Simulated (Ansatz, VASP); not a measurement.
## BaTiO3: VASP beside Ansatz

The input INCAR:

```
PREC     = Accurate       # precision mode
ENCUT    = 520            # plane-wave cutoff, eV
EDIFF    = 1E-7           # SCF threshold, eV
ISMEAR   = 0              # smearing method
SIGMA    = 0.05           # smearing width, eV
LREAL    = F              # projectors in reciprocal space
LASPH    = T              # aspherical terms in the spheres
NELM     = 150            # most SCF steps
ALGO     = Normal         # electronic algorithm
ISIF     = 2              # what is computed and relaxed
LWAVE    = F              # write WAVECAR
LCHARG   = F              # write CHGCAR
LMAXMIX  = 4              # l up to which the mixer works
LDAU     = T              # DFT+U
LDAUTYPE = 2            
LDAUL    = -1 2 -1        # shell
LDAUU    = 0 4 0          # U, eV
LDAUJ    = 0 0 0        
LDAUPRINT= 1            
GGA      = PE             # functional
NBANDS   = 28             # bands
```

The input KPOINTS:

```
regular mesh
0
Gamma
  8 8 8
```

POSCAR

```
BaTiO3
1.0
    4.1295728340      0.0000000000      0.0000000000
    0.0000000000      4.1295728340      0.0000000000
    0.0000000000      0.0000000000      4.1295728340
Ba Ti O
1 1 3
Direct
    0.5000000000      0.5000000000      0.5000000000
    0.0000000000      0.0000000000      0.0000000000
    0.5000000000      0.0000000000      0.0000000000
    0.0000000000      0.5000000000      0.0000000000
    0.0000000000      0.0000000000      0.5000000000
```

Input for Ansatz:

```yaml
crystal:
  lattice:
    - [4.129572834, 0.0, 0.0]
    - [0.0, 4.129572834, 0.0]
    - [0.0, 0.0, 4.129572834]
  atoms:
    - { symbol: Ba, position: [0.5, 0.5, 0.5] }
    - { symbol: Ti, position: [0.0, 0.0, 0.0] }
    - { symbol: O, position: [0.5, 0.0, 0.0] }
    - { symbol: O, position: [0.0, 0.5, 0.0] }
    - { symbol: O, position: [0.0, 0.0, 0.5] }
basis:
  ecutwfc: 520.0
kpoints:
  mp_grid: { grid: [8, 8, 8] }
hamiltonian:
  xc: pbe
  pseudopotentials: { kind: paw, azcp: { folder: soft_1 } }
  hubbard: { sites: [{ species: Ti, l: d, u_eff: 4.0 }] }
scf:
  occupations: { method: gaussian, width: 0.05 }
output:
  forces: true
  stress: true
  eigenvalues: true
```

Change from the starting cell: mode 1 frozen in at +0.000 Å, equal normal strain along x, y and z +0.0250.

Alike in both runs: task single point; functional PBE; k mesh 8 × 8 × 8; occupations gaussian, width 0.05 eV; no spin polarisation; Hubbard terms Ti d U = 4.0 eV.

|  | VASP | Ansatz |
| --- | --- | --- |
| version | VASP 6.6.1 | Ansatz 0.2.0 |
| potentials or method | VASP PAW PBE potentials, release 64 (Ba_sv, Ti_sv, O), cutoff 520 eV | scalar-relativistic, plane waves, PAW |
| valence electrons in the cell | 40 | 40 |

|  | VASP | Ansatz | Ansatz less VASP |
| --- | --- | --- | --- |
| gap on the k mesh at the Fermi level (eV) | 1.99 | 2.02 | +0.026 |
| least direct gap on the mesh (eV) | 2.25 | 2.25 | -0.004 |
| pressure (GPa) | -7.5 | -10.1 | -2.60 |

The programs project onto different local orbitals, so the same U acts differently, and such runs can settle in different states.

Spin-orbit coupling is off throughout.
